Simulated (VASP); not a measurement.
# MnSeS in VASP: single point with PBE

Aim: the single point of MnSeS with PBE.

All numbers are computed with VASP 6.6.1; they aren't measurements. Logs are shortened: lines on timing, memory, paths and dates and some standing lists are left out, and cuts for length are marked.

## Step 1: The cell of the first run

The cell holds a sheet with vacuum, 3 atoms: a = 3.409 Å, b = 3.409 Å, c = 28.989 Å, α = 90.00°, β = 90.00°, γ = 120.00°.

## Step 2: Single point, PBE, collinear spin, ferromagnetic start

The input, INCAR:

```
ALGO = Normal ; DIPOL = 0.5 0.5 0.292
EDIFF = 1E-7 ; ENCUT = 520
GGA = PE ; IDIPOL = 3
ISIF = 2 ; ISMEAR = 0
ISPIN = 2 ; LASPH = T
LCHARG = F ; LDIPOL = T
LMAXMIX = 4 ; LORBIT = 11
LREAL = F ; LWAVE = F
MAGMOM = 3 0 0 ; NBANDS = 24
NELM = 150 ; PREC = Accurate
SIGMA = 0.2
```

The input, KPOINTS:

```
k-points
0
Gamma
  18 18 1
```

The input, POSCAR:

```
MnSeS
1.0
    3.4091673133      0.0000002958      0.0000000000
   -1.7045839128      2.9524253512      0.0000000000
    0.0000000000      0.0000000000     28.9889331200
Mn Se S
1 1 1
Direct
    0.0000000000      0.0000000000      0.2893919155
    0.6666666667      0.3333333333      0.3409993240
    0.3333333333      0.6666666667      0.2461501583
```

Potentials or basis: VASP PAW PBE potentials, release 64 (Mn_pv, Se, S).

The run is started by

```console
$ cat potpaw_PBE.64/Mn_pv/POTCAR potpaw_PBE.64/Se/POTCAR potpaw_PBE.64/S/POTCAR > POTCAR
$ mpirun -np 1 vasp_std > vasp.out
```

OUTCAR:

```text
EDIFF = 1E-7
   ENCUT = 520
   GGA = PE
   ISIF = 2
   ISMEAR = 0
   ISPIN = 2
   LASPH = T
   LORBIT = 11
   LREAL = F
   NELM = 150
   PREC = Accurate

 ion  position               nearest neighbor table
   1  0.000  0.000  0.289-   3 2.33   3 2.33   3 2.33   2 2.47   2 2.47   2 2.47
   2  0.667  0.333  0.341-   1 2.47   1 2.47   1 2.47
   3  0.333  0.667  0.246-   1 2.33   1 2.33   1 2.33

  LATTYP: Found a hexagonal cell.
 ALAT       =     3.4091673133
 C/A-ratio  =     8.5032298083

  Lattice vectors:

 A1 = (   3.4091673133,   0.0000002958,   0.0000000000)
 A2 = (  -1.7045839128,   2.9524253512,   0.0000000000)
 A3 = (   0.0000000000,   0.0000000000,  28.9889331200)

Analysis of symmetry for initial positions (statically):
=====================================================================
 Subroutine PRICEL returns:
 Original cell was already a primitive cell.

 Routine SETGRP: Setting up the symmetry group for a
 hexagonal supercell.

 Subroutine GETGRP returns: Found  6 space group operations
 (whereof  6 operations were pure point group operations)
 out of a pool of 24 trial point group operations.

The static configuration has the point symmetry C_3v.

Analysis of symmetry for dynamics (positions and initial velocities):
=====================================================================
 Subroutine PRICEL returns:
 Original cell was already a primitive cell.

 Routine SETGRP: Setting up the symmetry group for a
 hexagonal supercell.

 Subroutine GETGRP returns: Found  6 space group operations
 (whereof  6 operations were pure point group operations)
 out of a pool of 24 trial point group operations.

The dynamic configuration has the point symmetry C_3v.

Analysis of structural, dynamic, and magnetic symmetry:
=====================================================================
 Subroutine PRICEL returns:
 Original cell was already a primitive cell.

 Routine SETGRP: Setting up the symmetry group for a
 hexagonal supercell.

 Subroutine GETGRP returns: Found  6 space group operations
 (whereof  6 operations were pure point group operations)
 out of a pool of 24 trial point group operations.

The overall configuration has the point symmetry C_3v.

 Subroutine INISYM returns: Found  6 space group operations
 (whereof  6 operations are pure point group operations),
 and found     1 'primitive' translations

----------------------------------------------------------------------------------------

                                     Primitive cell

  volume of cell :     291.7827

  direct lattice vectors                    reciprocal lattice vectors
     3.409167313  0.000000296  0.000000000     0.293326745  0.169352309  0.000000000
    -1.704583913  2.952425351  0.000000000    -0.000000029  0.338704567  0.000000000
     0.000000000  0.000000000 28.988933120     0.000000000  0.000000000  0.034495923

  length of vectors
     3.409167313  3.409167313 28.988933120     0.338704567  0.338704567  0.034495923

  position of ions in fractional coordinates (direct lattice)
     0.000000000  0.000000000  0.289391915
     0.666666667  0.333333333  0.340999324
     0.333333333  0.666666667  0.246150158

  ion indices of the primitive-cell ions
   primitive index   ion index
                 1           1
                 2           2
                 3           3

----------------------------------------------------------------------------------------

 KPOINTS: k-points

Automatic generation of k-mesh.
 Grid dimensions read from file:
 generate k-points for:   18   18    1

 Generating k-lattice:

  Cartesian coordinates                     Fractional coordinates (reciprocal lattice)
     0.016295930  0.009408462  0.000000000     0.055555556  0.000000000  0.000000000
    -0.000000002  0.018816920  0.000000000     0.000000000  0.055555556  0.000000000
     0.000000000  0.000000000  0.034495923     0.000000000  0.000000000  1.000000000

  Length of vectors
     0.018816920  0.018816920  0.034495923

  Shift w.r.t. Gamma in fractional coordinates (k-lattice)
     0.000000000  0.000000000  0.000000000

 Subroutine IBZKPT returns following result:
 ===========================================

 Found     37 irreducible k-points:

 Following reciprocal coordinates:
            Coordinates               Weight
  0.000000  0.000000  0.000000      1.000000
  0.055556  0.000000  0.000000      6.000000
  0.111111  0.000000  0.000000      6.000000
  0.166667 -0.000000  0.000000      6.000000
  0.222222  0.000000  0.000000      6.000000
  0.277778  0.000000  0.000000      6.000000
[... 16 lines left out ...]
  0.333333  0.111111  0.000000     12.000000
  0.388889  0.111111  0.000000     12.000000
 [... further k-points ...]
   k-points           NKPTS =     37   k-points in BZ     NKDIM =     37   number of bands    NBANDS=     24
   number of dos      NEDOS =    301   number of ions     NIONS =      3
   total plane-waves  NPLWV = 169344
   dimension x,y,z NGX =    28 NGY =   28 NGZ =  216
   dimension x,y,z NGXF=    56 NGYF=   56 NGZF=  432
   ions per type =               1   1   1
   NGX,Y,Z   is equivalent  to a cutoff of  13.65, 13.65, 12.39 a.u.
   NGXF,Y,Z  is equivalent  to a cutoff of  27.31, 27.31, 24.77 a.u.
 SYSTEM =  unknown system
   PREC   = accura    normal or accurate (medium, high low for compatibility)
   ISTART =      0    job   : 0-new  1-cont  2-samecut
   ICHARG =      2    charge: 1-file 2-atom 10-const
   ISPIN  =      2    spin polarized calculation?
   LNONCOLLINEAR =      F non collinear calculations
   LSORBIT =      F    spin-orbit coupling
   LASPH  =      T    aspherical Exc in radial PAW
   ENCUT  =  520.0 eV  38.22 Ry    6.18 a.u.   6.34  6.34 53.90*2*pi/ulx,y,z
   NELM   =    150;   NELMIN=  2; NELMDL= -5     # of ELM steps
   EDIFF  = 0.1E-06   stopping-criterion for ELM
   LREAL  =      F    real-space projection
   EDIFFG = 0.1E-05   stopping-criterion for IOM
   NSW    =      0    number of steps for IOM
   IBRION =     -1    ionic relax: 0-MD 1-quasi-New 2-CG
   NFREE  =      0    steps in history (QN), initial steepest desc. (CG)
   ISIF   =      2    stress and relaxation
   ISYM   =      2    0-nonsym 1-usesym 2-fastsym
   POTIM  = 0.5000    time-step for ionic-motion
   TEBEG  =    0.0;   TEEND  =   0.0 temperature during run
   PSTRESS=    0.0 pullay stress
   NELECT =      25.0000    total number of electrons
   NUPDOWN=      -1.0000    fix difference up-down
   EMIN   =  10.00;   EMAX   =-10.00  energy-range for DOS
   EFERMI =   0.00;   METHOD = LEGACY
   ISMEAR =     0;   SIGMA  =   0.20  broadening in eV -4-tet -1-fermi 0-gaus
   EFERMI_NEDOS =   21; number of points for ismear=-14 and -15
   IALGO  =     38    algorithm
   IMIX   =      4    mixing-type and parameters
     AMIX     =   0.40;   BMIX     =  1.00
     AMIX_MAG =   1.60;   BMIX_MAG =  1.00
  volume/ion in A,a.u.               =      97.26       656.35
  Fermi-wavevector in a.u.,A,eV,Ry     =   0.721719  1.363852  7.086986  0.520879
  Thomas-Fermi vector in A             =   1.811499
   LORBIT       =     11    0 simple, 1 ext, 2 COOP (PROOUT), +10 PAW based schemes
   GGA     = PE    functional components
   LHFCALC =     F    Hartree Fock is set to
   AEXX    =    0.0000 exact exchange contribution
   IVDW    =     0    specifies the selected vdW correction
   LEPSILON=     F    determine dielectric tensor
   LRPA    =     F    only Hartree local field effects (RPA)
 spin polarized calculation
 Gauss-broadening in eV      SIGMA  =   0.20
  energy-cutoff  :      520.00
  volume of cell :      291.78
 maximum number of plane-waves:      7903
 NGX is ok and might be reduce to    28
   NGX = 13   NGY = 13   NGZ =107

 dipolmoment           0.000000      0.000000      0.004589 electrons x Angstroem

 number of electron      25.0000022 magnetization       2.8595080

 dipolmoment           0.000000      0.000000     -0.026741 electrons x Angstroem

 Free energy of the ion-electron system (eV)
  ---------------------------------------------------
  ext. energy  EPLUGINS =         0.00000000
  ---------------------------------------------------
  free energy    TOTEN  =       -18.19216295 eV

  energy without entropy =      -18.17254973  energy(sigma->0) =      -18.18235634

 E-fermi :  -3.2927     XC(G=0):  -2.3838

 val. band max:       -3.2929623838   @ k =   0.3889  -0.0000   0.0000
 cond. band min:      -3.2741262460   @ k =   0.0000   0.0000   0.0000
 fundamental gap:      0.0188361378
 Fermi energy:        -3.2927259788

 spin component 1

 k-point     1 :       0.0000    0.0000    0.0000
  band No.  band energies     occupation
      1     -53.4877      1.00000
      2     -53.4877      1.00000
      3     -53.4385      1.00000
      4     -17.6845      1.00000
      5     -16.1984      1.00000
      6      -8.6754      1.00000
[... 637 lines left out ...]
     23       5.6494      0.00000
     24       5.8335      0.00000

 [... further k-points ...]

 spin component 2

 k-point     1 :       0.0000    0.0000    0.0000
  band No.  band energies     occupation
      1     -50.4739      1.00000
      2     -50.4184      1.00000
      3     -50.4184      1.00000
      4     -17.6613      1.00000
      5     -16.2232      1.00000
      6      -8.1476      1.00000
[... 637 lines left out ...]
     23       5.7253      0.00000
     24       5.9519      0.00000

 [... further k-points ...]

------------------------ aborting loop because EDIFF is reached ----------------------------------------

 vacuum level on the upper side and lower side of the slab       (xc-potential included)        -0.246         0.218

  FORCE on cell =-STRESS in cart. coord.  units (eV):
  Direction    XX          YY          ZZ          XY          YZ          ZX
  --------------------------------------------------------------------------------------
  -------------------------------------------------------------------------------------
  Total       -0.0866049     -0.0866049      0.0253086     -0.0000000      0.0000000      0.0000000
  in kB       -0.4755469     -0.4755469      0.1389692     -0.0000000      0.0000000      0.0000000
  external PRESSURE =      -0.2707082 kB  Pullay stress =       0.0000000 kB

 VOLUME and BASIS-vectors are now :
 -----------------------------------------------------------------------------
  energy-cutoff  :      520.00
  volume of cell :      291.78
      direct lattice vectors                 reciprocal lattice vectors
     3.409167313  0.000000296  0.000000000     0.293326745  0.169352309  0.000000000
    -1.704583913  2.952425351  0.000000000    -0.000000029  0.338704567  0.000000000
     0.000000000  0.000000000 28.988933120     0.000000000  0.000000000  0.034495923

 POSITION                                       TOTAL-FORCE (eV/Angst)
 -----------------------------------------------------------------------------------
      0.00000      0.00000      8.38916        -0.000000      0.000000     -0.024380
      1.70458      0.98414      9.88521         0.000000     -0.000000      0.025571
     -0.00000      1.96828      7.13563        -0.000000      0.000000     -0.001191
 -----------------------------------------------------------------------------------
    total drift:                                0.000000     -0.000000     -0.000043

  FREE ENERGIE OF THE ION-ELECTRON SYSTEM (eV)
  ---------------------------------------------------
  free  energy   TOTEN  =       -18.1921629535 eV

  energy  without entropy=      -18.1725497346  energy(sigma->0) =      -18.18235634

 vacuum level on the upper side and lower side of the slab         1.807         2.285

 total charge

# of ion       s       p       d       tot
------------------------------------------
    1        0.310   6.331   4.976  11.617
    2        1.482   2.295   0.040   3.817
    3        1.358   2.329   0.000   3.687
--------------------------------------------------
tot          3.149  10.955   5.016  19.121

 magnetization (x)

# of ion       s       p       d       tot
------------------------------------------
    1        0.033   0.044   2.781   2.857
    2        0.001  -0.070   0.003  -0.067
    3        0.001  -0.032   0.000  -0.031
--------------------------------------------------
tot          0.036  -0.059   2.783   2.760
```

Run time: 33 min. Hardware: 1 thread of Intel Xeon 8259CL, shared host; peak memory 0.83 GiB.

What came out:

| Quantity | Value |
| --- | --- |
| Free energy | -18.1922 eV |
| Largest force | 0.026 eV/Å |
| Net moment | 2.86 μB per cell |
| Site moments | Mn +2.86; Se -0.07; S -0.03 μB |
| Valence electrons inside the program's atomic spheres | Mn 11.62; Se 3.82; S 3.69 |

Forces on the atoms (eV/Å):
```
Mn   0.000  0.000 -0.024
Se   0.000  0.000  0.026
S    0.000  0.000 -0.001
```

Levels at points of the mesh, in eV from the Fermi level:
Spin up:
| k point | band 10 | band 11 | band 12 | band 13 | band 14 | band 15 | band 16 | band 17 | band 18 | band 19 |
| --- | --- | --- | --- | --- | --- | --- | --- | --- | --- | --- |
| (0.00, 0.00, 0.00) | -2.70 | -2.07 | -1.23 | 0.17 | 0.17 | 2.03 | 2.03 | 4.51 | 5.11 | 5.35 |
| (0.50, 0.00, 0.00) | -2.56 | -2.36 | -2.14 | -1.90 | -1.74 | 1.34 | 1.63 | 5.09 | 6.11 | 7.07 |
Spin down:
```
           k point  band 7  band 8  band 9  band 10  band 11  band 12  band 13  band 14  band 15  band 16
(0.00, 0.00, 0.00)   -2.98   -2.98   -1.52     0.02     0.02     0.24     0.24     0.84     2.93     2.93
(0.50, 0.00, 0.00)   -4.68   -2.93   -2.81    -2.23    -1.68    -0.05     0.84     1.12     2.58     2.61
```

Caveat: semilocal functionals often make such compounds metallic where correlation or magnetic order opens a gap, which also shifts bond lengths.
